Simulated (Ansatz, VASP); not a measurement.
# One calculation of BiSe3, two programs

```
CELL_PARAMETERS angstrom
4.53273 0.00000 0.00000
0.00000 4.53273 0.00000
0.00000 0.00000 4.53273
ATOMIC_POSITIONS crystal
Bi 0.00000 0.00000 0.00000
Se 0.00000 0.50000 0.50000
Se 0.50000 0.00000 0.50000
Se 0.50000 0.50000 0.00000
```

Alike in both runs: functional r2SCAN; k mesh 10 × 10 × 10; occupations gaussian, width 0.1 eV; no spin polarisation.

Ansatz relaxed the structure, and its values are those at the end. VASP's run is a single point on that final structure, the one shown.

|  | VASP | Ansatz |
| --- | --- | --- |
| version | VASP 6.6.1 | Ansatz 0.2.0 |
| potentials or method | VASP PAW PBE potentials, release 64 (Bi_d, Se), cutoff 520 eV | scalar-relativistic, plane waves, PAW |
| valence electrons in the cell | 33 | 63 |

|  | VASP | Ansatz | Ansatz less VASP |
| --- | --- | --- | --- |
| gap on the k mesh at the Fermi level (eV) | none | none | - |
| pressure (GPa) | 0.0 | 0.0 | +0.01 |

VASP's potentials were made for PBE, not for r2SCAN. A gap of «none» marks a metal or a gap that the smearing closes. The functional is the same, so the differences come from potentials, cutoffs and numerics. VASP's potentials hold 33 valence electrons a cell and Ansatz's 63, so a difference there can come from the potentials and not from the codes.

Neither program's run includes spin-orbit coupling.
